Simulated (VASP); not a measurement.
Runs of VASP 6.6.1 on Be9S7 (a cell with a defect). The cell holds a defect, 16 atoms: a = 6.842 Å, b = 6.842 Å, c = 6.842 Å, α = 60.00°, β = 60.00°, γ = 60.00°. 

```csv
level,smearing,gap on the mesh (eV),pressure (GPa),largest force (eV/Å)
PBEsol,fermi-dirac 0.05 eV,none,1.5,2.39
RPBE,fermi-dirac 0.05 eV,none,5.7,2.43
PBEsol,methfessel-paxton 0.05 eV,none,1.5,2.40
PBEsol+D3(BJ),fermi-dirac 0.05 eV,none,(a),2.39
```

Alike in all rows: task single point; potentials or basis VASP PAW PBE potentials, release 64 (Be, S); no spin polarisation; cell as given; k mesh 2 × 2 × 2, shifted; cutoff (eV) 520.

Task: Fill in the values left out.

Result: (a) -1.0.

Caveats: all runs use coarse meshes; the PAW data sets were made with another functional, which shifts forces and pressure a little; three body term missing (some runs).

A gap of «none» marks levels without a gap at the run's occupations.
